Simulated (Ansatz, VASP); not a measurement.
One calculation of GaAs, two programs

The input INCAR:

```
ALGO = Normal ; EDIFF = 1E-7
ENCUT = 520 ; GGA = CA
ISIF = 2 ; ISMEAR = -1
LASPH = True ; LCHARG = False
LREAL = False ; LWAVE = False
NBANDS = 16 ; NELM = 80
PREC = Accurate ; SIGMA = 0.05
```

KPOINTS

```
k-points
0
Gamma
  11 11 11
```

POSCAR

```
GaAs
1.0
    0.0000000000      2.8078772807      2.8078772807
    2.8078772807      0.0000000000      2.8078772807
    2.8078772807      2.8078772807      0.0000000000
Ga As
1 1
Direct
    0.0000000000      0.0000000000      0.0000000000
    0.7500000000      0.7500000000      0.7500000000
```

Input for Ansatz:

```yaml
crystal:
  lattice:
    - [0.0, 2.8078772807, 2.8078772807]
    - [2.8078772807, 0.0, 2.8078772807]
    - [2.8078772807, 2.8078772807, 0.0]
  atoms:
    - { symbol: Ga, position: [0.0, 0.0, 0.0] }
    - { symbol: As, position: [0.75, 0.75, 0.75] }
kpoints:
  mp_grid: { grid: [11, 11, 11] }
  band_path:
    path:
      - [0.0, 0.0, 0.0]
      - [-0.5, -0.5, 0.0]
      - [-0.375, -0.375, 0.25]
      - [-0.375, 0.0, 0.375]
      - [0.0, 0.0, 0.0]
      - [0.0, 0.0, 0.5]
      - [-0.5, -0.25, 0.25]
      - [-0.5, -0.5, 0.0]
    npoints: 5
scf:
  occupations: { method: fermi_dirac, width: 0.05 }
hamiltonian:
  xc: lda
  pseudopotentials: { kind: all_electron, lapw: { basis_error: 0.0005 } }
output:
  forces: true
  stress: true
  eigenvalues: true
```

Change from the starting cell: volume scaled by 0.98.

Alike in both runs: task single point; functional LDA; k mesh 11 × 11 × 11; occupations fermi-dirac, width 0.05 eV; no spin polarisation.

|  | VASP | Ansatz |
| --- | --- | --- |
| version | VASP 6.6.1 | Ansatz 0.2.0 |
| potentials or method | VASP PAW LDA potentials, release 64 (Ga_d, As), cutoff 520 eV | all-electron LAPW, scalar-relativistic |

Ansatz gave:

| Quantity | Value |
| --- | --- |
| pressure (GPa) | -0.5 |

**Question.** What did VASP give for the same quantities?

**Answer.** Pressure (GPa): -0.2.

LDA's correlation is that of Perdew and Zunger in VASP and of Perdew and Wang (1992) in Ansatz. Ansatz ran all-electron here, and VASP with PAW potentials.
